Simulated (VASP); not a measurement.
Write the native input for VASP 6.6.1 that does the following.

```
Task                   : single point
Functional             : PBEsol
Potentials or basis    : VASP PAW PBE potentials, release 64 (Al, Ni)
Cutoff                 : 520 eV
k mesh                 : 12 × 12 × 10
Occupations            : gaussian, width 0.15 eV
Spin                   : no spin polarisation
Dipole correction      : no
Further INCAR settings : ALGO = Fast; EDIFF = 1e-07; NBANDS = 22
```

The structure of Al3Ni2 lies in POSCAR:

```
Al3Ni2
1.0
    3.8029826564      0.0000000000      0.0000000000
   -1.9014913282      3.2934795906      0.0000000000
    0.0000000000      0.0000000000      4.8594646093
Al Ni
3 2
Direct
    0.0000000000      0.0000000000      0.0000000000
    0.3333333333      0.6666666667      0.6477829058
    0.6666666667      0.3333333333      0.3522170942
    0.3333333333      0.6666666667      0.1455709071
    0.6666666667      0.3333333333      0.8544290929
```

This cell differs from its parent crystal: strain -0.0500 x Voigt [1, 1, 0, 0, 0, 0].

The input as run:

INCAR

```
PREC = Accurate
ENCUT = 520
EDIFF = 1E-7
ISMEAR = 0
SIGMA = 0.15
LREAL = F
LASPH = T
NELM = 80
ALGO = Fast
ISIF = 2
LWAVE = F
LCHARG = T
GGA = PS
LELF = T
LVHAR = T
NBANDS = 22
```

KPOINTS

```
Automatic mesh
0
Gamma
  12 12 10
```

Potentials or basis: VASP PAW PBE potentials, release 64 (Al, Ni).

Command:

```sh
$ cat potpaw_PBE.64/Al/POTCAR potpaw_PBE.64/Ni/POTCAR > POTCAR
$ mpirun -np 1 vasp_std > vasp.out
```

Results of the run:

The pressure is 18.6 GPa and the largest force is 0.289 eV/Å. The band gap on the k mesh is zero (an odd number of electrons rules out a gap without spin polarisation).

Caveat: the cell differs from its parent crystal (strain -0.0500 x Voigt [1, 1, 0, 0, 0, 0]); the cell stands under pressure; the PAW data sets were made with another functional, which shifts forces and pressure a little.

It took 7.8 min on 1 thread of Intel Xeon 8259CL, with other jobs on the host, peak memory 0.31 GiB.
